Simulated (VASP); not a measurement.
# MgO (Fm-3m) in VASP: single point with r2SCAN

Aim: the single point of MgO with r2SCAN.

Program: VASP 6.6.1. These are calculated values, not measurements. Logs are shortened: lines on timing, memory, paths and dates and some standing lists are left out, and cuts for length are marked.

**What was measured.**

From “Electronic structure of alkaline earth and post-transition metal oxides”, 2009, arxiv:0908.1581, for a bulk crystal of MgO: band gap 7.83 eV.

The runs below are set against these values where they give the same quantity.

## Step 1: The cell of the first run

Symmetry: Fm-3m, No. 225, cubic system. The conventional cell has a = 4.208 Å, b = 4.208 Å, c = 4.208 Å, α = 90.00°, β = 90.00°, γ = 90.00°. Within 2.8 Å of Mg (site symmetry m-3m) lie 6 O at 2.10 Å. O (site symmetry m-3m) has 6 Mg at 2.10 Å within 2.8 Å.

## Step 2: Single point, r2SCAN

Contents of POSCAR:

```
MgO
1.0
    0.0000000000      2.1038367547      2.1038367547
    2.1038367547      0.0000000000      2.1038367547
    2.1038367547      2.1038367547      0.0000000000
Mg O
1 1
Direct
    0.0000000000      0.0000000000      0.0000000000
    0.5000000000      0.5000000000      0.5000000000
```

Contents of INCAR.step1:

```
SYSTEM = MgO
PREC = Accurate ; ENCUT = 920
ISMEAR = 0 ; SIGMA = 0.02
LREAL = .FALSE. ; LASPH = .TRUE.
NELM = 120 ; NBANDS = 15
GGA = PE ; ALGO = Normal
EDIFF = 1E-5 ; LWAVE = .TRUE.
LCHARG = .FALSE. ; GGA_COMPAT = .FALSE.
```

Contents of INCAR.step2:

```
SYSTEM = MgO
PREC = Accurate ; ENCUT = 920
EDIFF = 1E-6 ; ISMEAR = 0
SIGMA = 0.02 ; LREAL = .FALSE.
LASPH = .TRUE. ; NELM = 120
ALGO = Normal ; ISIF = 2
LWAVE = .FALSE. ; LCHARG = .TRUE.
METAGGA = R2SCAN ; LMIXTAU = .TRUE.
LELF = .TRUE. ; LVHAR = .TRUE.
NBANDS = 15 ; ISTART = 1
GGA_COMPAT = .FALSE.
```

Contents of KPOINTS:

```
Automatic mesh
0
G
  12 12 12
  0 0 0
```

Potentials or basis: VASP PAW PBE potentials, release 64 (Mg_sv, O).

Command:

```bash
$ cat potpaw_PBE.64/Mg_sv/POTCAR potpaw_PBE.64/O/POTCAR > POTCAR
$ cp INCAR.step1 INCAR
$ mpirun -np 1 vasp_std > vasp.out
$ cp INCAR.step2 INCAR
$ mpirun -np 1 vasp_std > vasp.out
```

OUTCAR:

```text
SYSTEM = MgO
   PREC = Accurate
   ENCUT = 920
   EDIFF = 1E-6
   ISMEAR = 0
   LREAL = .FALSE.
   LASPH = .TRUE.
   NELM = 120
   ISIF = 2
   METAGGA = R2SCAN
   ISTART = 1

 ion  position               nearest neighbor table
   1  0.000  0.000  0.000-   2 2.10   2 2.10   2 2.10   2 2.10   2 2.10   2 2.10
   2  0.500  0.500  0.500-   1 2.10   1 2.10   1 2.10   1 2.10   1 2.10   1 2.10

  LATTYP: Found a face centered cubic cell.
 ALAT       =     4.2076735094

  Lattice vectors:

 A1 = (   0.0000000000,   2.1038367547,   2.1038367547)
 A2 = (   2.1038367547,   0.0000000000,   2.1038367547)
 A3 = (   2.1038367547,   2.1038367547,   0.0000000000)

Analysis of symmetry for initial positions (statically):
=====================================================================
 Subroutine PRICEL returns:
 Original cell was already a primitive cell.

 Routine SETGRP: Setting up the symmetry group for a
 face centered cubic supercell.

 Subroutine GETGRP returns: Found 48 space group operations
 (whereof 48 operations were pure point group operations)
 out of a pool of 48 trial point group operations.

The static configuration has the point symmetry O_h .

Analysis of symmetry for dynamics (positions and initial velocities):
=====================================================================
 Subroutine PRICEL returns:
 Original cell was already a primitive cell.

 Routine SETGRP: Setting up the symmetry group for a
 face centered cubic supercell.

 Subroutine GETGRP returns: Found 48 space group operations
 (whereof 48 operations were pure point group operations)
 out of a pool of 48 trial point group operations.

The dynamic configuration has the point symmetry O_h .

 Subroutine INISYM returns: Found 48 space group operations
 (whereof 48 operations are pure point group operations),
 and found     1 'primitive' translations

----------------------------------------------------------------------------------------

                                     Primitive cell

  volume of cell :      18.6237

  direct lattice vectors                    reciprocal lattice vectors
     0.000000000  2.103836755  2.103836755    -0.237661025  0.237661025  0.237661025
     2.103836755  0.000000000  2.103836755     0.237661025 -0.237661025  0.237661025
     2.103836755  2.103836755  0.000000000     0.237661025  0.237661025 -0.237661025

  length of vectors
     2.975274472  2.975274472  2.975274472     0.411640971  0.411640971  0.411640971

  position of ions in fractional coordinates (direct lattice)
     0.000000000  0.000000000  0.000000000
     0.500000000  0.500000000  0.500000000

  ion indices of the primitive-cell ions
   primitive index   ion index
                 1           1
                 2           2

----------------------------------------------------------------------------------------

 KPOINTS: Automatic mesh

Automatic generation of k-mesh.
 Grid dimensions read from file:
 generate k-points for:   12   12   12

 Generating k-lattice:

  Cartesian coordinates                     Fractional coordinates (reciprocal lattice)
    -0.019805085  0.019805085  0.019805085     0.083333333  0.000000000  0.000000000
     0.019805085 -0.019805085  0.019805085     0.000000000  0.083333333  0.000000000
     0.019805085  0.019805085 -0.019805085     0.000000000  0.000000000  0.083333333

  Length of vectors
     0.034303414  0.034303414  0.034303414

  Shift w.r.t. Gamma in fractional coordinates (k-lattice)
     0.000000000  0.000000000  0.000000000

 Subroutine IBZKPT returns following result:
 ===========================================

 Found     72 irreducible k-points:

 Following reciprocal coordinates:
            Coordinates               Weight
  0.000000  0.000000  0.000000      1.000000
  0.083333  0.000000  0.000000      8.000000
  0.166667  0.000000  0.000000      8.000000
  0.250000  0.000000  0.000000      8.000000
  0.333333  0.000000  0.000000      8.000000
  0.416667  0.000000  0.000000      8.000000
[... 16 lines left out ...]
  0.500000  0.166667  0.000000     24.000000
 -0.416667  0.166667  0.000000     24.000000
 [... further k-points ...]
   k-points           NKPTS =     72   k-points in BZ     NKDIM =     72   number of bands    NBANDS=     15
   number of dos      NEDOS =    301   number of ions     NIONS =      2
   total plane-waves  NPLWV =  27000
   dimension x,y,z NGX =    30 NGY =   30 NGZ =   30
   dimension x,y,z NGXF=    60 NGYF=   60 NGZF=   60
   ions per type =               1   1
   NGX,Y,Z   is equivalent  to a cutoff of  16.76, 16.76, 16.76 a.u.
   NGXF,Y,Z  is equivalent  to a cutoff of  33.53, 33.53, 33.53 a.u.
 SYSTEM =  MgO
   PREC   = accura    normal or accurate (medium, high low for compatibility)
   ISTART =      1    job   : 0-new  1-cont  2-samecut
   ICHARG =      0    charge: 1-file 2-atom 10-const
   ISPIN  =      1    spin polarized calculation?
   LNONCOLLINEAR =      F non collinear calculations
   LSORBIT =      F    spin-orbit coupling
   LASPH  =      T    aspherical Exc in radial PAW
   ENCUT  =  920.0 eV  67.62 Ry    8.22 a.u.   7.36  7.36  7.36*2*pi/ulx,y,z
   NELM   =    120;   NELMIN=  2; NELMDL=  0     # of ELM steps
   EDIFF  = 0.1E-05   stopping-criterion for ELM
   LREAL  =      F    real-space projection
   EDIFFG = 0.1E-04   stopping-criterion for IOM
   NSW    =      0    number of steps for IOM
   IBRION =     -1    ionic relax: 0-MD 1-quasi-New 2-CG
   NFREE  =      0    steps in history (QN), initial steepest desc. (CG)
   ISIF   =      2    stress and relaxation
   ISYM   =      2    0-nonsym 1-usesym 2-fastsym
   POTIM  = 0.5000    time-step for ionic-motion
   TEBEG  =    0.0;   TEEND  =   0.0 temperature during run
   PSTRESS=    0.0 pullay stress
   NELECT =      16.0000    total number of electrons
   NUPDOWN=      -1.0000    fix difference up-down
   EMIN   =  10.00;   EMAX   =-10.00  energy-range for DOS
   EFERMI =   0.00;   METHOD = LEGACY
   ISMEAR =     0;   SIGMA  =   0.02  broadening in eV -4-tet -1-fermi 0-gaus
   EFERMI_NEDOS =   21; number of points for ismear=-14 and -15
   IALGO  =     38    algorithm
   IMIX   =      4    mixing-type and parameters
     AMIX     =   0.40;   BMIX     =  1.00
     AMIX_MAG =   1.60;   BMIX_MAG =  1.00
  volume/ion in A,a.u.               =       9.31        62.84
  Fermi-wavevector in a.u.,A,eV,Ry     =   1.556298  2.940977 32.954178  2.422064
  Thomas-Fermi vector in A             =   2.660114
   LORBIT       =      0    0 simple, 1 ext, 2 COOP (PROOUT), +10 PAW based schemes
   METAGGA = R2SCAN    functional components
   LHFCALC =     F    Hartree Fock is set to
   AEXX    =    0.0000 exact exchange contribution
   IVDW    =     0    specifies the selected vdW correction
   LEPSILON=     F    determine dielectric tensor
   LRPA    =     F    only Hartree local field effects (RPA)
 non-spin polarized calculation
 Gauss-broadening in eV      SIGMA  =   0.02
  energy-cutoff  :      920.00
  volume of cell :       18.62
 maximum number of plane-waves:      1243
 NGX is ok and might be reduce to    30
   NGX = 15   NGY = 15   NGZ = 15

 number of electron      15.9999998 magnetization

 Free energy of the ion-electron system (eV)
  ---------------------------------------------------
  ext. energy  EPLUGINS =         0.00000000
  ---------------------------------------------------
  free energy    TOTEN  =       -16.15481865 eV

  energy without entropy =      -16.15481865  energy(sigma->0) =      -16.15481865

 E-fermi :   2.9261     XC(G=0): -12.0586

 val. band max:        2.5274562673   @ k =   0.0000   0.0000   0.0000
 cond. band min:       8.2045470330   @ k =   0.0000   0.0000   0.0000
 fundamental gap:      5.6770907657
 Fermi energy:         2.9260504035

 k-point     1 :       0.0000    0.0000    0.0000
  band No.  band energies     occupation
      1     -72.4324      2.00000
      2     -37.5184      2.00000
      3     -37.5184      2.00000
      4     -37.5184      2.00000
      5     -15.6757      2.00000
      6       2.5275      2.00000
      7       2.5275      2.00000
      8       2.5275      2.00000
      9       8.2045      0.00000
     10      19.4081      0.00000
     11      19.4081      0.00000
     12      19.4081      0.00000
     13      23.5230      0.00000
     14      25.3588      0.00000
     15      25.3588      0.00000

 k-point     2 :       0.0833    0.0000    0.0000
  band No.  band energies     occupation
      1     -72.4317      2.00000
      2     -37.5243      2.00000
      3     -37.5190      2.00000
      4     -37.5190      2.00000
      5     -15.6006      2.00000
      6       2.0773      2.00000
      7       2.4783      2.00000
      8       2.4783      2.00000
      9       8.6463      0.00000
     10      18.4509      0.00000
     11      19.5891      0.00000
     12      19.5891      0.00000
     13      24.8308      0.00000
     14      24.8346      0.00000
     15      24.8346      0.00000

 k-point     3 :       0.1667    0.0000    0.0000
  band No.  band energies     occupation
      1     -72.4301      2.00000
      2     -37.5402      2.00000
      3     -37.5205      2.00000
      4     -37.5205      2.00000
      5     -15.3891      2.00000
      6       1.0519      2.00000
      7       2.3470      2.00000
      8       2.3470      2.00000
      9       9.6173      0.00000
     10      17.0765      0.00000
     11      20.0232      0.00000
     12      20.0232      0.00000
     13      24.1203      0.00000
     14      24.1203      0.00000
     15      26.3692      0.00000

 k-point     4 :       0.2500    0.0000    0.0000
  band No.  band energies     occupation
      1     -72.4280      2.00000
      2     -37.5618      2.00000
      3     -37.5226      2.00000
      4     -37.5226      2.00000
      5     -15.0826      2.00000
      6      -0.1058      2.00000
      7       2.1744      2.00000
      8       2.1744      2.00000
      9      10.5782      0.00000
     10      16.2032      0.00000
     11      20.3558      0.00000
     12      20.3558      0.00000
     13      24.0443      0.00000
     14      24.0443      0.00000
     15      26.1958      0.00000
[... 307 lines left out ...]
 k-point    22 :       0.4167    0.1667    0.0000
  band No.  band energies     occupation
      1     -72.4242      2.00000
      2     -37.5849      2.00000
      3     -37.5344      2.00000
      4     -37.5322      2.00000
      5     -14.5289      2.00000
      6      -1.2232      2.00000
      7       1.3380      2.00000
      8       1.6910      2.00000
      9      12.3363      0.00000
     10      15.3813      0.00000
     11      18.4264      0.00000
     12      20.9458      0.00000
     13      23.1138      0.00000
     14      27.3395      0.00000
     15      28.7965      0.00000

 k-point    23 :       0.5000    0.1667    0.0000
  band No.  band energies     occupation
      1     -72.4232      2.00000
      2     -37.5943      2.00000
      3     -37.5384      2.00000
      4     -37.5317      2.00000
      5     -14.3452      2.00000
      6      -1.6338      2.00000
      7       1.0787      2.00000
      8       1.6635      2.00000
      9      12.5033      0.00000
     10      15.9299      0.00000
     11      18.0441      0.00000
     12      20.8137      0.00000
     13      23.8904      0.00000
     14      27.4523      0.00000
     15      28.5522      0.00000

 k-point    24 :      -0.4167    0.1667    0.0000
  band No.  band energies     occupation
      1     -72.4230      2.00000
      2     -37.5953      2.00000
      3     -37.5412      2.00000
      4     -37.5297      2.00000
      5     -14.3160      2.00000
      6      -1.6794      2.00000
      7       0.9420      2.00000
      8       1.7207      2.00000
      9      12.5603      0.00000
     10      16.1052      0.00000
     11      17.9942      0.00000
     12      20.7737      0.00000
     13      24.6215      0.00000
     14      26.3302      0.00000
     15      28.4112      0.00000

 [... further k-points ...]

------------------------ aborting loop because EDIFF is reached ----------------------------------------

  FORCE on cell =-STRESS in cart. coord.  units (eV):
  Direction    XX          YY          ZZ          XY          YZ          ZX
  --------------------------------------------------------------------------------------
  -------------------------------------------------------------------------------------
  Total        0.0119364      0.0119364      0.0119364     -0.0000000      0.0000000      0.0000000
  in kB        1.0268791      1.0268791      1.0268791     -0.0000000      0.0000000      0.0000000
  external PRESSURE =       1.0268791 kB  Pullay stress =       0.0000000 kB

 VOLUME and BASIS-vectors are now :
 -----------------------------------------------------------------------------
  energy-cutoff  :      920.00
  volume of cell :       18.62
      direct lattice vectors                 reciprocal lattice vectors
     0.000000000  2.103836755  2.103836755    -0.237661025  0.237661025  0.237661025
     2.103836755  0.000000000  2.103836755     0.237661025 -0.237661025  0.237661025
     2.103836755  2.103836755  0.000000000     0.237661025  0.237661025 -0.237661025

 POSITION                                       TOTAL-FORCE (eV/Angst)
 -----------------------------------------------------------------------------------
      0.00000      0.00000      0.00000        -0.000000      0.000000      0.000000
      2.10384      2.10384      2.10384         0.000000     -0.000000     -0.000000
 -----------------------------------------------------------------------------------
    total drift:                                0.000000      0.000000      0.000000

  FREE ENERGIE OF THE ION-ELECTRON SYSTEM (eV)
  ---------------------------------------------------
  free  energy   TOTEN  =       -16.1548186533 eV

  energy  without entropy=      -16.1548186533  energy(sigma->0) =      -16.15481865
```

Wall time 3 min (1 thread of AMD EPYC 7R43 (Zen 3), shared host); peak memory 0.16 GiB.

Results:

```yaml
Free_energy: -16.1548 eV
Pressure: 0.1 GPa
Band_gap_on_the_k_mesh: 5.68 eV
```

Levels at points of the mesh, in eV from the valence-band top:
```
           k point  band 4  band 5  band 6  band 7  band 8  band 9  band 10  band 11  band 12  band 13
(0.00, 0.00, 0.00)  -40.05  -18.20    0.00    0.00    0.00    5.68    16.88    16.88    16.88    21.00
(0.50, 0.00, 0.00)  -40.05  -16.92   -4.61   -0.68   -0.68    8.85    13.88    17.54    17.54    22.55
(0.50, 0.50, 0.00)  -40.07  -16.71   -4.08   -1.37   -1.37   10.05    11.19    14.35    20.51    20.51
```

Caveat: the PAW data sets were made with another functional, which shifts forces and pressure a little.

## Step 3: Against experiment

Step 2. Measured gap of MgO: 7.83 eV (quoted in “Electronic structure of alkaline earth and post-transition metal oxides”, 2009, arxiv:0908.1581). This calculation gives 5.68 eV (-2.15 eV). The value is that of r2SCAN on a finite k mesh, which can miss the band edges, without temperature or zero-point motion.
